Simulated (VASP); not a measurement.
A run of VASP 6.6.1 is set up as follows.

INCAR

```
  PREC = Accurate
  ENCUT = 520
  EDIFF = 1E-6
  ISMEAR = 0
  SIGMA = 0.15
  LREAL = False
  LASPH = True
  NELM = 100
  ALGO = Normal
  ISIF = 2
  LWAVE = False
  LCHARG = False
  GGA = PE
  NBANDS = 17
```

Contents of KPOINTS:

```
Automatic mesh
0
Gamma
  18 18 10
```

The input POSCAR:

```
Pt
1.0
    2.9034000000      0.0000000000      0.0000000000
   -1.4517000000      2.5144181573      0.0000000000
    0.0000000000      0.0000000000      4.9009000000
Pt
2
Direct
    0.6666666667      0.3333333333      0.7500000000
    0.3333333333      0.6666666667      0.2500000000
```

Potentials or basis: VASP PAW PBE potentials, release 64 (Pt).

Command:

```sh
$ cat potpaw_PBE.64/Pt/POTCAR > POTCAR
$ mpirun -np 1 vasp_std > vasp.out
```

Problem. Predict the pressure.

Solution. -22.1 GPa.

Problem. Estimate the band gap on the k mesh.

Solution. Zero (band 10 reaches 8.56 eV, above the bottom of band 11 at 7.58 eV).

Stress tensor (GPa, compression positive):
```
-23.48   0.00   0.00
  0.00 -23.48   0.00
  0.00   0.00 -19.44
```

Caveat: spin-orbit coupling is left out, which moves the levels of the heavy elements.
